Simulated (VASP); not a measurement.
Al2BiSb: single point with PBE

Al2BiSb:

```
Sb Al Bi
1.0
    -3.13157    3.13157    6.25824
     3.13157   -3.13157    6.25824
     3.13157    3.13157   -6.25824
Sb Al Bi
2 4 2
Cartesian
  0.0000 0.0000 0.0000
  3.1316 0.0000 3.1291
  1.6266 1.5658 4.6937
  -1.5658 1.6266 7.8228
  1.5050 1.5658 -1.5646
  1.5658 -1.6266 7.8228
  0.0000 0.0000 6.2582
  0.0000 3.1316 3.1291
```

- Program: VASP 6.6.1
- Task: single point
- Functional: PBE
- Potentials or basis: VASP PAW PBE potentials, release 64 (Sb, Al, Bi_d)
- Cutoff: 520 eV
- k mesh: 6 × 6 × 6
- Occupations: gaussian, width 0.01 eV
- Spin: no spin polarisation
- Dipole correction: no
- Further INCAR settings: ALGO = Normal; EDIFF = 1e-06; NBANDS = 36

```json
{
 "Pressure": "1.5 GPa",
 "Largest force": "0.033 eV/Å",
 "Band gap on the k mesh": "0.55 eV"
}
```

Forces on the atoms (eV/Å):
```
Sb   0.000  0.000  0.000
Sb   0.000  0.000  0.000
Al  -0.033  0.000  0.000
Al   0.000 -0.033  0.000
Al   0.033  0.000  0.000
Al   0.000  0.033  0.000
Bi   0.000  0.000  0.000
Bi   0.000  0.000  0.000
```

Levels at points of the mesh, in eV from the valence-band top:
| k point | band 22 | band 23 | band 24 | band 25 | band 26 | band 27 | band 28 | band 29 | band 30 | band 31 |
| --- | --- | --- | --- | --- | --- | --- | --- | --- | --- | --- |
| (0.00, 0.00, 0.00) | -2.16 | -2.16 | -0.01 | -0.01 | 0.00 | 0.55 | 1.08 | 1.40 | 2.97 | 2.97 |
| (0.50, 0.00, 0.00) | -1.97 | -1.93 | -1.79 | -1.20 | -0.91 | 2.53 | 2.62 | 2.67 | 2.78 | 2.90 |
| (0.50, 0.50, 0.00) | -1.08 | -0.92 | -0.92 | -0.82 | -0.82 | 0.86 | 0.86 | 2.30 | 2.30 | 3.64 |
| (0.50, 0.50, 0.50) | -2.15 | -1.39 | -1.39 | -1.35 | -1.35 | 1.07 | 1.07 | 1.40 | 1.40 | 1.65 |

It took 4.7 min on 1 thread of AMD EPYC 9R45 96-Core Processor (Zen 5), with other jobs on the host, peak memory 0.61 GiB.

Caveat: spin-orbit coupling is left out, which moves the levels of the heavy elements. A k mesh can miss the band edges.
